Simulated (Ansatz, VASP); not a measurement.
# Be2ZnTe2O in VASP and in Ansatz

Contents of INCAR:

```
PREC = Accurate
ENCUT = 520
EDIFF = 1E-6
ISMEAR = 0
SIGMA = 0.1
LREAL = False
LASPH = True
NELM = 80
ALGO = Normal
ISIF = 2
LWAVE = False
LCHARG = False
GGA = PE
NBANDS = 26
```

File KPOINTS:

```
Automatic mesh
0
Gamma
  6 6 6
```

Contents of POSCAR:

```
Be2ZnTe2O
1.0
   -2.0784943500      2.0784943500      5.4944008300
    2.0784943500     -2.0784943500      5.4944008300
    2.0784943500      2.0784943500     -5.4944008300
Be Zn Te O
2 1 2 1
Direct
    0.3525790000      0.3525790000      0.0000000000
    0.6474210000      0.6474210000      0.0000000000
    0.5000000000      0.5000000000      0.0000000000
    0.2500000000      0.7500000000      0.5000000000
    0.7500000000      0.2500000000      0.5000000000
    0.0000000000      0.0000000000      0.0000000000
```

Input for Ansatz:

```yaml
crystal:
  lattice:
    - [-2.07849435, 2.07849435, 5.49440083]
    - [2.07849435, -2.07849435, 5.49440083]
    - [2.07849435, 2.07849435, -5.49440083]
  atoms:
    - { symbol: Be, position: [0.352579, 0.352579, 0.0] }
    - { symbol: Be, position: [0.647421, 0.647421, 0.0] }
    - { symbol: Zn, position: [0.5, 0.5, 0.0] }
    - { symbol: Te, position: [0.25, 0.75, 0.5] }
    - { symbol: Te, position: [0.75, 0.25, 0.5] }
    - { symbol: O, position: [0.0, 0.0, 0.0] }
basis:
  ecutwfc: 420
kpoints:
  mp_grid: { grid: [6, 6, 6] }
hamiltonian:
  xc: pbe
scf:
  occupations: { method: gaussian, width: 0.1 }
  lower_state_search: "off"
output:
  forces: true
  stress: true
  eigenvalues: true
```

Change from the starting cell: species swapped into the CeB2Rh2C type (I4/mmm, No. 139).

Alike in both runs: task single point; functional PBE; k mesh 6 × 6 × 6; occupations gaussian, width 0.1 eV; no spin polarisation.

|  | VASP | Ansatz |
| --- | --- | --- |
| version | VASP 6.6.1 | Ansatz 0.2.0 |
| potentials or method | VASP PAW PBE potentials, release 64 (Be, Zn, Te, O), cutoff 520 eV | scalar-relativistic, plane waves, PAW |
| valence electrons in the cell | 34 | 54 |

Ansatz gave:

| Quantity | Value |
| --- | --- |
| gap on the k mesh at the Fermi level (eV) | none |
| rms of the force components (eV/Å) | 3.174 |

**Question.** What did VASP give for the same quantities?

**Answer.** gap on the k mesh at the Fermi level (eV): none; rms of the force components (eV/Å): 3.211.

Atom by atom the forces differ by 0.036 eV/Å (rms over components). A gap of «none» marks a metal or a gap that the smearing closes. The functional is the same, so the differences come from potentials, cutoffs and numerics. VASP's potentials hold 34 valence electrons a cell and Ansatz's 54, so a difference there can come from the potentials and not from the codes.

Neither program's run includes spin-orbit coupling.
